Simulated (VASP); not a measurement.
# LiF in VASP: a series of runs

The runs below take LiF through single point, with PBE.

Everything below comes from runs of VASP 6.6.1. Logs are shortened: lines on timing, memory, paths and dates and some standing lists are left out, and cuts for length are marked.

## Step 1: The cell of the first run

The cell holds a sheet with vacuum, 2 atoms: a = 2.887 Å, b = 2.887 Å, c = 14.000 Å, α = 90.00°, β = 90.00°, γ = 90.00°.

## Step 2: Single point, PBE

File INCAR:

```
SYSTEM = LiF
  PREC = Accurate
  ENCUT = 650
  EDIFF = 1E-6
  ISMEAR = 0
  SIGMA = 0.1
  LREAL = .False.
  LASPH = .True.
  NELM = 120
  ALGO = Normal
  ISIF = 2
  LWAVE = .False.
  LCHARG = .False.
  LDIPOL = .True.
  IDIPOL = 3
  DIPOL = 0.5 0.5 0.500
  GGA = PE
  NBANDS = 12
  GGA_COMPAT = .False.
  NELMDL = -8
```

File KPOINTS:

```
regular mesh
0
Gamma
  6 6 1
  0 0 0
```

File POSCAR:

```
LiF
1.0
    2.8874190000      0.0000000000      0.0000000000
    0.0000000000      2.8874190000      0.0000000000
    0.0000000000      0.0000000000     14.0000000000
Li F
1 1
Direct
    0.5000000000      0.5000000000      0.5000000000
    0.0000000000      0.0000000000      0.5000000000
```

Potentials or basis: VASP PAW PBE potentials, release 64 (Li_sv, F).

The run is started by

```bash
$ cat potpaw_PBE.64/Li_sv/POTCAR potpaw_PBE.64/F/POTCAR > POTCAR
$ mpirun -np 1 vasp_std > vasp.out
```

OUTCAR:

```text
SYSTEM = LiF
   PREC = Accurate
   ENCUT = 650
   EDIFF = 1E-6
   ISMEAR = 0
   LREAL = .False.
   LASPH = .True.
   NELM = 120
   ISIF = 2
   GGA = PE
   NELMDL = -8

 ion  position               nearest neighbor table
   1  0.500  0.500  0.500-   2 2.04   2 2.04   2 2.04   2 2.04
   2  0.000  0.000  0.500-   1 2.04   1 2.04   1 2.04   1 2.04

  LATTYP: Found a simple tetragonal cell.
 ALAT       =     2.8874190000
 C/A-ratio  =     4.8486208617

  Lattice vectors:

 A1 = (   2.8874190000,   0.0000000000,   0.0000000000)
 A2 = (   0.0000000000,   2.8874190000,   0.0000000000)
 A3 = (   0.0000000000,   0.0000000000,  14.0000000000)

Analysis of symmetry for initial positions (statically):
=====================================================================
 Subroutine PRICEL returns:
 Original cell was already a primitive cell.

 Routine SETGRP: Setting up the symmetry group for a
 simple tetragonal supercell.

 Subroutine GETGRP returns: Found 16 space group operations
 (whereof 16 operations were pure point group operations)
 out of a pool of 16 trial point group operations.

The static configuration has the point symmetry D_4h.

Analysis of symmetry for dynamics (positions and initial velocities):
=====================================================================
 Subroutine PRICEL returns:
 Original cell was already a primitive cell.

 Routine SETGRP: Setting up the symmetry group for a
 simple tetragonal supercell.

 Subroutine GETGRP returns: Found 16 space group operations
 (whereof 16 operations were pure point group operations)
 out of a pool of 16 trial point group operations.

The dynamic configuration has the point symmetry D_4h.

 Subroutine INISYM returns: Found 16 space group operations
 (whereof 16 operations are pure point group operations),
 and found     1 'primitive' translations

----------------------------------------------------------------------------------------

                                     Primitive cell

  volume of cell :     116.7206

  direct lattice vectors                    reciprocal lattice vectors
     2.887419000  0.000000000  0.000000000     0.346330062  0.000000000  0.000000000
     0.000000000  2.887419000  0.000000000     0.000000000  0.346330062  0.000000000
     0.000000000  0.000000000 14.000000000     0.000000000  0.000000000  0.071428571

  length of vectors
     2.887419000  2.887419000 14.000000000     0.346330062  0.346330062  0.071428571

  position of ions in fractional coordinates (direct lattice)
     0.500000000  0.500000000  0.500000000
     0.000000000  0.000000000  0.500000000

  ion indices of the primitive-cell ions
   primitive index   ion index
                 1           1
                 2           2

----------------------------------------------------------------------------------------

 KPOINTS: regular mesh

Automatic generation of k-mesh.
 Grid dimensions read from file:
 generate k-points for:    6    6    1

 Generating k-lattice:

  Cartesian coordinates                     Fractional coordinates (reciprocal lattice)
     0.057721677  0.000000000  0.000000000     0.166666667  0.000000000  0.000000000
     0.000000000  0.057721677  0.000000000     0.000000000  0.166666667  0.000000000
     0.000000000  0.000000000  0.071428571     0.000000000  0.000000000  1.000000000

  Length of vectors
     0.057721677  0.057721677  0.071428571

  Shift w.r.t. Gamma in fractional coordinates (k-lattice)
     0.000000000  0.000000000  0.000000000

 Subroutine IBZKPT returns following result:
 ===========================================

 Found     10 irreducible k-points:

 Following reciprocal coordinates:
            Coordinates               Weight
  0.000000  0.000000  0.000000      1.000000
  0.166667  0.000000  0.000000      4.000000
  0.333333  0.000000  0.000000      4.000000
  0.500000  0.000000  0.000000      2.000000
  0.166667  0.166667  0.000000      4.000000
  0.333333  0.166667  0.000000      8.000000
  0.500000  0.166667  0.000000      4.000000
  0.333333  0.333333  0.000000      4.000000
  0.500000  0.333333  0.000000      4.000000
  0.500000  0.500000  0.000000      1.000000
   k-points           NKPTS =     10   k-points in BZ     NKDIM =     10   number of bands    NBANDS=     12
   number of dos      NEDOS =    301   number of ions     NIONS =      2
   total plane-waves  NPLWV =  69120
   dimension x,y,z NGX =    24 NGY =   24 NGZ =  120
   dimension x,y,z NGXF=    48 NGYF=   48 NGZF=  240
   ions per type =               1   1
   NGX,Y,Z   is equivalent  to a cutoff of  13.82, 13.82, 14.25 a.u.
   NGXF,Y,Z  is equivalent  to a cutoff of  27.64, 27.64, 28.50 a.u.
 SYSTEM =  LiF
   PREC   = accura    normal or accurate (medium, high low for compatibility)
   ISTART =      0    job   : 0-new  1-cont  2-samecut
   ICHARG =      2    charge: 1-file 2-atom 10-const
   ISPIN  =      1    spin polarized calculation?
   LNONCOLLINEAR =      F non collinear calculations
   LSORBIT =      F    spin-orbit coupling
   LASPH  =      T    aspherical Exc in radial PAW
   ENCUT  =  650.0 eV  47.77 Ry    6.91 a.u.   6.00  6.00 29.10*2*pi/ulx,y,z
   NELM   =    120;   NELMIN=  2; NELMDL= -8     # of ELM steps
   EDIFF  = 0.1E-05   stopping-criterion for ELM
   LREAL  =      F    real-space projection
   EDIFFG = 0.1E-04   stopping-criterion for IOM
   NSW    =      0    number of steps for IOM
   IBRION =     -1    ionic relax: 0-MD 1-quasi-New 2-CG
   NFREE  =      0    steps in history (QN), initial steepest desc. (CG)
   ISIF   =      2    stress and relaxation
   ISYM   =      2    0-nonsym 1-usesym 2-fastsym
   POTIM  = 0.5000    time-step for ionic-motion
   TEBEG  =    0.0;   TEEND  =   0.0 temperature during run
   PSTRESS=    0.0 pullay stress
   NELECT =      10.0000    total number of electrons
   NUPDOWN=      -1.0000    fix difference up-down
   EMIN   =  10.00;   EMAX   =-10.00  energy-range for DOS
   EFERMI =   0.00;   METHOD = LEGACY
   ISMEAR =     0;   SIGMA  =   0.10  broadening in eV -4-tet -1-fermi 0-gaus
   EFERMI_NEDOS =   21; number of points for ismear=-14 and -15
   IALGO  =     38    algorithm
   IMIX   =      4    mixing-type and parameters
     AMIX     =   0.40;   BMIX     =  1.00
     AMIX_MAG =   1.60;   BMIX_MAG =  1.00
  volume/ion in A,a.u.               =      58.36       393.83
  Fermi-wavevector in a.u.,A,eV,Ry     =   0.721704  1.363822  7.086680  0.520856
  Thomas-Fermi vector in A             =   1.811479
   LORBIT       =      0    0 simple, 1 ext, 2 COOP (PROOUT), +10 PAW based schemes
   GGA     = PE    functional components
   LHFCALC =     F    Hartree Fock is set to
   AEXX    =    0.0000 exact exchange contribution
   IVDW    =     0    specifies the selected vdW correction
   LEPSILON=     F    determine dielectric tensor
   LRPA    =     F    only Hartree local field effects (RPA)
 non-spin polarized calculation
 Gauss-broadening in eV      SIGMA  =   0.10
  energy-cutoff  :      650.00
  volume of cell :      116.72
 maximum number of plane-waves:      4440
   NGX = 13   NGY = 13   NGZ = 59

 number of electron      10.0000000 magnetization

 dipolmoment           0.000000      0.000000      0.000000 electrons x Angstroem

 number of electron       9.9999991 magnetization

 dipolmoment           0.000000      0.000000     -0.000000 electrons x Angstroem

 Free energy of the ion-electron system (eV)
  ---------------------------------------------------
  ext. energy  EPLUGINS =         0.00000000
  ---------------------------------------------------
  free energy    TOTEN  =        -9.28875096 eV

  energy without entropy =       -9.28875096  energy(sigma->0) =       -9.28875096

 E-fermi :  -5.8756     XC(G=0):  -2.2501

 val. band max:       -6.3339685742   @ k =   0.5000   0.0000   0.0000
 cond. band min:      -0.2446399759   @ k =   0.0000   0.0000   0.0000
 fundamental gap:      6.0893285982
 Fermi energy:        -5.8756354462

 k-point     1 :       0.0000    0.0000    0.0000
  band No.  band energies     occupation
      1     -48.1551      2.00000
      2     -25.5634      2.00000
      3      -7.2541      2.00000
      4      -6.6052      2.00000
      5      -6.6052      2.00000
      6      -0.2446      0.00000
      7       0.5572      0.00000
      8       1.3174      0.00000
      9       2.9343      0.00000
     10       3.7513      0.00000
     11       6.3685      0.00000
     12       7.5045      0.00000

 k-point     2 :       0.1667    0.0000    0.0000
  band No.  band energies     occupation
      1     -48.1511      2.00000
      2     -25.5337      2.00000
      3      -7.1301      2.00000
      4      -6.9807      2.00000
      5      -6.5393      2.00000
      6       0.2841      0.00000
      7       0.9653      0.00000
      8       1.8222      0.00000
      9       3.3400      0.00000
     10       4.2362      0.00000
     11       6.7096      0.00000
     12       7.8915      0.00000

 k-point     3 :       0.3333    0.0000    0.0000
  band No.  band energies     occupation
      1     -48.1432      2.00000
      2     -25.4733      2.00000
      3      -7.6503      2.00000
      4      -6.8699      2.00000
      5      -6.4037      2.00000
      6       1.7611      0.00000
      7       2.1344      0.00000
      8       3.3007      0.00000
      9       4.5086      0.00000
     10       5.5174      0.00000
     11       7.0740      0.00000
     12       7.1772      0.00000
[... 76 lines left out ...]
 k-point     9 :       0.5000    0.3333    0.0000
  band No.  band energies     occupation
      1     -48.1297      2.00000
      2     -25.2803      2.00000
      3      -8.0613      2.00000
      4      -7.7060      2.00000
      5      -6.5097      2.00000
      6       5.3140      0.00000
      7       6.0072      0.00000
      8       6.1101      0.00000
      9       6.8775      0.00000
     10       7.7018      0.00000
     11       7.7404      0.00000
     12       9.3582      0.00000

 k-point    10 :       0.5000    0.5000    0.0000
  band No.  band energies     occupation
      1     -48.1265      2.00000
      2     -25.2243      2.00000
      3      -8.0973      2.00000
      4      -8.0973      2.00000
      5      -6.4325      2.00000
      6       7.2127      0.00000
      7       7.6148      0.00000
      8       7.8728      0.00000
      9       7.8728      0.00000
     10       8.4486      0.00000
     11       8.4486      0.00000
     12       9.1672      0.00000

------------------------ aborting loop because EDIFF is reached ----------------------------------------

 vacuum level on the upper side and lower side of the slab       (xc-potential included)        -0.182        -0.182

  FORCE on cell =-STRESS in cart. coord.  units (eV):
  Direction    XX          YY          ZZ          XY          YZ          ZX
  --------------------------------------------------------------------------------------
  -------------------------------------------------------------------------------------
  Total       -1.7105910     -1.7105910     -0.0858398      0.0000000      0.0000000      0.0000000
  in kB      -23.4805951    -23.4805951     -1.1782888      0.0000000      0.0000000      0.0000000
  external PRESSURE =     -16.0464930 kB  Pullay stress =       0.0000000 kB

 VOLUME and BASIS-vectors are now :
 -----------------------------------------------------------------------------
  energy-cutoff  :      650.00
  volume of cell :      116.72
      direct lattice vectors                 reciprocal lattice vectors
     2.887419000  0.000000000  0.000000000     0.346330062  0.000000000  0.000000000
     0.000000000  2.887419000  0.000000000     0.000000000  0.346330062  0.000000000
     0.000000000  0.000000000 14.000000000     0.000000000  0.000000000  0.071428571

 POSITION                                       TOTAL-FORCE (eV/Angst)
 -----------------------------------------------------------------------------------
      1.44371      1.44371      7.00000         0.000000      0.000000      0.000000
      0.00000      0.00000      7.00000         0.000000      0.000000      0.000000
 -----------------------------------------------------------------------------------
    total drift:                                0.000000      0.000000     -0.000000

  FREE ENERGIE OF THE ION-ELECTRON SYSTEM (eV)
  ---------------------------------------------------
  free  energy   TOTEN  =        -9.2887509628 eV

  energy  without entropy=       -9.2887509628  energy(sigma->0) =       -9.28875096

 vacuum level on the upper side and lower side of the slab         0.816         0.816
```

Wall time 11 s (1 thread of Intel Xeon 6975P-C (Granite Rapids), shared host); peak memory 0.24 GiB.

What came out:

| Property | Result |
| --- | --- |
| Free energy | -9.2888 eV |
| Band gap on the k mesh | 6.09 eV, indirect (least direct gap 6.36 eV) |

Levels at points of the mesh, in eV from the valence-band top:
```tsv
k point	band 2	band 3	band 4	band 5	band 6	band 7	band 8	band 9
(0.00, 0.00, 0.00)	-19.23	-0.92	-0.27	-0.27	6.09	6.89	7.65	9.27
(0.50, 0.00, 0.00)	-19.11	-1.62	-0.40	0.00	9.70	10.05	10.73	11.47
(0.50, 0.50, 0.00)	-18.89	-1.76	-1.76	-0.10	13.55	13.95	14.21	14.21
```

## Step 3: Single point, PBE

This run uses another cell than the first one, of 86.48 Å³/atom, 1.482 times its volume.

File INCAR:

```
SYSTEM = LiF
  ALGO = Normal
  DIPOL = 0.5 0.5 0.294
  EDIFF = 1E-6
  ENCUT = 650
  GGA = PE
  GGA_COMPAT = .False.
  IDIPOL = 3
  ISIF = 2
  ISMEAR = 0
  LASPH = .True.
  LCHARG = .False.
  LDIPOL = .True.
  LREAL = .False.
  LWAVE = .False.
  NBANDS = 12
  NELM = 120
  NELMDL = -8
  PREC = Accurate
  SIGMA = 0.1
```

File KPOINTS:

```
k-points
0
Gamma
  6 6 1
  0 0 0
```

File POSCAR:

```
LiF
1.0
    2.6958066910      0.0000000000      0.0000000000
    0.0000000000      2.6958066910      0.0000000000
    0.0000000000      0.0000000000     23.8000000000
Li F
1 1
Direct
    0.5000000000      0.5000000000      0.2941176471
    0.0000000000      0.0000000000      0.2941176471
```

Potentials or basis: VASP PAW PBE potentials, release 64 (Li_sv, F).

The run is started by

```bash
$ cat potpaw_PBE.64/Li_sv/POTCAR potpaw_PBE.64/F/POTCAR > POTCAR
$ mpirun -np 1 vasp_std > vasp.out
```

Wall time 22 s (1 thread of Intel Xeon 6975P-C (Granite Rapids), shared host); peak memory 0.31 GiB.

The run converged. Its results:

```yaml
Free_energy: -9.4071 eV
Band_gap_on_the_k_mesh: 6.23 eV, indirect (least direct gap 6.59 eV)
```

Levels at points of the mesh, in eV from the valence-band top:
```
           k point  band 2  band 3  band 4  band 5  band 6  band 7  band 8  band 9
(0.00, 0.00, 0.00)  -19.61   -1.40   -0.36   -0.36    6.23    6.86    7.29    7.77
(0.50, 0.00, 0.00)  -19.46   -2.04   -0.67    0.00   10.14   10.90   11.49   12.02
(0.50, 0.50, 0.00)  -19.09   -2.34   -2.34   -0.25   14.70   15.45   15.77   15.77
```

## Step 4: Single point, PBE

This run uses another cell than the first one, of 86.48 Å³/atom, 1.482 times its volume.

File INCAR:

```
SYSTEM = LiF
ALGO     = Normal         ! electronic algorithm
DIPOL    = 0.5 0.5 0.294
EDIFF    = 1E-6           ! SCF threshold, eV
ENCUT    = 650            ! plane-wave cutoff, eV
GGA      = PE             ! functional
GGA_COMPAT= .False.      
IDIPOL   = 3            
ISIF     = 2              ! what is computed and relaxed
ISMEAR   = 0              ! smearing method
LASPH    = .True.         ! aspherical terms in the spheres
LCHARG   = .False.        ! write CHGCAR
LDIPOL   = .True.       
LREAL    = .False.        ! projectors in reciprocal space
LWAVE    = .False.        ! write WAVECAR
NBANDS   = 12             ! bands
NELM     = 120            ! most SCF steps
NELMDL   = -8           
PREC     = Accurate       ! precision mode
SIGMA    = 0.02           ! smearing width, eV
```

File KPOINTS:

```
k-points
0
Gamma
  8 8 1
  0 0 0
```

POSCAR is that of step 3.

The run is started by

```bash
$ cat potpaw_PBE.64/Li_sv/POTCAR potpaw_PBE.64/F/POTCAR > POTCAR
$ mpirun -np 1 vasp_std > vasp.out
```

Run time: 32 s. Hardware: 1 thread of Intel Xeon 6975P-C (Granite Rapids), shared host; peak memory 0.32 GiB.

The run converged. Its results:

* Free energy: -9.4070 eV
* Band gap on the k mesh: 6.23 eV, indirect (least direct gap 6.59 eV)

Levels at points of the mesh, in eV from the valence-band top:
| k point | band 2 | band 3 | band 4 | band 5 | band 6 | band 7 | band 8 | band 9 |
| --- | --- | --- | --- | --- | --- | --- | --- | --- |
| (0.00, 0.00, 0.00) | -19.61 | -1.40 | -0.36 | -0.36 | 6.23 | 6.86 | 7.30 | 7.77 |
| (0.50, 0.00, 0.00) | -19.46 | -2.04 | -0.67 | 0.00 | 10.14 | 10.90 | 11.49 | 12.02 |
| (0.50, 0.50, 0.00) | -19.09 | -2.34 | -2.34 | -0.25 | 14.70 | 15.45 | 15.77 | 15.77 |

## Step 5: Overview

```csv
cell,k mesh,smearing,gap on the mesh (eV)
"a = 2.887, b = 2.887, c = 14.000 Å, 2 atoms",6 × 6 × 1,gaussian 0.1 eV,6.09
"a = 2.696, b = 2.696, c = 23.800 Å, 2 atoms",6 × 6 × 1,gaussian 0.1 eV,6.23
"a = 2.696, b = 2.696, c = 23.800 Å, 2 atoms",8 × 8 × 1,gaussian 0.02 eV,6.23
```

Alike in all rows: task single point; level PBE; potentials or basis VASP PAW PBE potentials, release 64 (Li_sv, F); no spin polarisation; cutoff (eV) 650.

Total energies depend on the potentials used, so only differences within one code and one set of settings carry meaning.
